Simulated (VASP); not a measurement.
Set up this calculation in VASP 6.6.1, as the native input.

```yaml
Task: single point
Functional: PBE
Dispersion: D3(BJ)
Potentials_or_basis: VASP PAW PBE potentials, release 64 (Al)
Cutoff: 520 eV
k_mesh: 18 × 18 × 4
Occupations: gaussian, width 0.15 eV
Spin: no spin polarisation
Dipole_correction: no
Further_INCAR_settings: ALGO = Fast; EDIFF = 1e-07; NBANDS = 14
```

The structure of Al lies in POSCAR:

```
Al
1.0
    2.8144222650      0.0000000000      0.0000000000
   -1.4072111325      2.4373611785      0.0000000000
    0.0000000000      0.0000000000      9.2410470710
Al
4
Direct
    0.0000000000      0.0000000000      0.0000000000
    0.2758941646      0.5517883292      0.2348502016
    0.0000000000      0.0000000000      0.5000000000
    0.6666666667      0.3333333333      0.7500000000
```

This cell differs from its parent crystal: atom 2 (Al) moved by -0.280 Å along [1 2 0] and -0.140 Å along [0 0 1].

One way to write it, as run:

INCAR

```
SYSTEM = Al
PREC = Accurate ; ENCUT = 520
EDIFF = 1E-7 ; ISMEAR = 0
SIGMA = 0.15 ; LREAL = .False.
LASPH = .True. ; NELM = 80
ALGO = Fast ; ISIF = 2
LWAVE = .False. ; LCHARG = .True.
GGA = PE ; IVDW = 12
LELF = .True. ; LVHAR = .True.
NBANDS = 14
```

KPOINTS

```
regular mesh
0
Gamma
  18 18 4
  0 0 0
```

Potentials or basis: VASP PAW PBE potentials, release 64 (Al).

Command:

```console
$ cat potpaw_PBE.64/Al/POTCAR > POTCAR
$ mpirun -np 1 vasp_std > vasp.out
```

Results of the run:

```json
{"Pressure": "1.0 GPa", "Largest force": "1.026 eV/Å", "Band gap on the k mesh": "zero (bands 6 and 7 overlap by 5.43 eV)", "Dispersion energy per atom": "-0.351 eV"}
```

Caveat: the cell differs from its parent crystal (atom 2 (Al) moved by -0.280 Å along [1 2 0] and -0.140 Å along [0 0 1]); forces of over 1 eV/Å act on the atoms, so gaps and moduli don't describe the material at rest.

Wall time 3 min on 1 thread of Intel(R) Xeon(R) Platinum 8488C (Sapphire Rapids), with other jobs on the host, peak memory 0.36 GiB.
